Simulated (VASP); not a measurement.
Lu, 2 atoms in the cell. Symmetry: P6_3/mmc, No. 194, hexagonal system. Conventional cell: a = 3.382 Å, b = 3.382 Å, c = 5.252 Å, α = 90.00°, β = 90.00°, γ = 120.00°. Within 4.3 Å of Lu (site symmetry -6m2) lie 12 Lu at 3.27 to 3.38 Å. 

* Program: VASP 6.6.1
* Task: single point
* Functional: LDA
* Potentials or basis: VASP PAW PBE potentials, release 64 (Lu)
* Cutoff: 520 eV
* k mesh: 18 × 18 × 10
* Occupations: fermi-dirac, width 0.1 eV
* Spin: no spin polarisation
* Dipole correction: no
* Further INCAR settings: ALGO = Normal; EDIFF = 1e-06; NBANDS = 32

Potentials or basis: VASP PAW PBE potentials, release 64 (Lu).

The run is started by

```sh
$ cat potpaw_PBE.64/Lu/POTCAR > POTCAR
$ mpirun -np 1 vasp_std > vasp.out
```

Hardware: 1 thread of Intel(R) Xeon(R) 6975P-C (Granite Rapids), with other jobs on the host.

How long does it take, and how much memory?

Run time: 2.5 min on 1 thread of Intel(R) Xeon(R) 6975P-C (Granite Rapids), with other jobs on the host, peak memory 0.38 GiB. Counts: scf iterations 12, k points 222.
